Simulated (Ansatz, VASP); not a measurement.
## NbCrC3 in VASP and in Ansatz

```
CELL_PARAMETERS angstrom
3.68211 0.00000 0.00000
-1.84105 3.18880 0.00000
0.00000 0.00000 4.23625
ATOMIC_POSITIONS crystal
Nb 0.33333 0.66667 0.50000
Cr 0.00000 0.00000 0.00000
C 0.00000 0.00000 0.50000
C 0.33333 0.66667 0.00000
C 0.66667 0.33333 0.00000
```

Alike in both runs: functional PBE; k mesh 12 × 12 × 10; occupations gaussian, width 0.1 eV; no spin polarisation.

Ansatz relaxed the structure, and its values are those at the end. VASP's run is a single point on that final structure, the one shown.

|  | VASP | Ansatz |
| --- | --- | --- |
| version | VASP 6.6.1 | Ansatz 0.2.0 |
| potentials or method | VASP PAW PBE potentials, release 64 (Nb_sv, Cr_pv, C), cutoff 520 eV | scalar-relativistic, plane waves, PAW |
| valence electrons in the cell | 37 | 39 |

```csv
,VASP,Ansatz,Ansatz less VASP
gap on the k mesh at the Fermi level (eV),none,none,-
pressure (GPa),-0.1,0.0,+0.14
```

A gap of «none» marks a metal or a gap that the smearing closes. VASP's potentials hold 37 valence electrons a cell and Ansatz's 39, so a difference there can come from the potentials and not from the codes.
